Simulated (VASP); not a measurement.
## Al2Cu: relaxation of cell and atoms with PBEsol

Al2Cu:

```
CELL_PARAMETERS angstrom
-2.03034 2.03034 2.85109
2.03034 -2.03034 2.85109
2.03034 2.03034 -2.85109
ATOMIC_POSITIONS crystal
Cu 0.50000 0.50000 0.00000
Al 0.25000 0.75000 0.50000
Al 0.75000 0.25000 0.50000
```

* Program: VASP 6.6.1
* Task: relaxation of cell and atoms
* Functional: PBEsol
* Potentials or basis: VASP PAW PBE potentials, release 64 (Cu, Al)
* Cutoff: 600 eV
* k mesh: 9 × 9 × 9
* Occupations: fermi-dirac, width 0.05 eV
* Spin: no spin polarisation
* Target pressure: 30 GPa
* Dipole correction: no
* Further INCAR settings: ALGO = Normal; EDIFF = 1e-07; IBRION = 2; EDIFFG = -0.005; NSW = 80; ISIF = 3

```
Relaxed volume                                             : 12.96 Å³/atom
Relaxed cell                                               : a = 3.798 Å, b = 3.798 Å, c = 3.798 Å, α = 119.78°, β = 119.78°, γ = 90.38°
Space group after relaxing (to 0.1 Å)                      : Fm-3m (No. 225)
Energy change on relaxing (the run minimises the enthalpy) : +216.6 meV/atom
Ionic steps                                                : 7
Pressure after relaxing                                    : 30.0 GPa
Band gap on the k mesh                                     : zero (an odd number of electrons rules out a gap without spin polarisation)
```

Step by step:
| step | energy change (eV) | largest force (eV/Å) | pressure (GPa) | volume (Å³) |
| --- | --- | --- | --- | --- |
| 1 | 0.0000 | 0.0000 | 0.18 | 47.01 |
| 2 | 4.5020 | 0.0000 | 124.02 | 29.83 |
| 3 | 0.5570 | 0.0000 | 27.13 | 39.39 |
| 4 | 0.6283 | 0.0000 | 29.52 | 38.99 |
| 5 | 0.6562 | 0.0000 | 30.21 | 38.84 |
| 6 | 0.6402 | 0.0000 | 29.67 | 38.92 |
| 7 | 0.6497 | 0.0000 | 29.99 | 38.87 |

Final structure:
```
Cu Al
1.0
    -1.90536    1.90536    2.67673
     1.90536   -1.90536    2.67673
     1.90536    1.90536   -2.67673
Cu Al
1 2
Direct
  0.50000 0.50000 0.00000
  0.25000 0.75000 0.50000
  0.75000 0.25000 0.50000
```

Levels at points of the mesh, in eV from the Fermi level:
| k point | band 6 | band 7 | band 8 | band 9 | band 10 | band 11 | band 12 |
| --- | --- | --- | --- | --- | --- | --- | --- |
| (0.00, 0.00, 0.00) | -4.76 | 2.94 | 2.94 | 2.99 | 3.62 | 3.70 | 3.70 |

Run time: 92 s on 1 thread of Intel(R) Xeon(R) 6975P-C (Granite Rapids) (shared host), peak memory 0.23 GiB.

Caveat: the cell is relaxed towards a set pressure, so the run minimises the enthalpy, not the energy; the volume moved by over 15 % at a fixed basis, so the end points are rough; the PAW data sets were made with another functional, which shifts forces and pressure a little.
